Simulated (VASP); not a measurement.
Runs of VASP 6.6.1 on Al2Pt. The structure is that of space group Fm-3m (No. 225), or close to it. The cells are those of the table. 

| task | cell | cutoff (eV) | gap on the mesh (eV) | pressure (GPa) |
| --- | --- | --- | --- | --- |
| relaxation of cell and atoms | relaxed to 4 GPa from a = 4.131 Å, angles 60.0°, 3 atoms | 600 | none | 4.0 |
| single point | a = 4.251 Å, angles 60.0°, 3 atoms | 520 | none | (a) |
| single point | a = 4.127 Å, angles 60.0°, 3 atoms | 520 | none | 4.5 |
| single point | a = 4.068 Å, angles 60.0°, 3 atoms | 520 | none | 12.0 |
| single point | a = 4.160 Å, angles 60.0°, 3 atoms | 520 | none | 1.0 |

Alike in all rows: level PBEsol; potentials or basis VASP PAW PBE potentials, release 64 (Al, Pt); no spin polarisation; k mesh 12 × 12 × 12; smearing gaussian 0.1 eV.

Problem. Estimate the missing entries.

Solution. (a) -7.2.

Caveats: the PAW data sets were made with another functional, which shifts forces and pressure a little; spin-orbit coupling is left out, which moves the levels of the heavy elements; the cell is relaxed towards a set pressure, so the enthalpy falls and the energy may rise (some runs).

A k mesh can miss the band edges, and the runs leave out spin-orbit coupling on Pt.

A gap of «none» marks levels without a gap at the run's occupations.
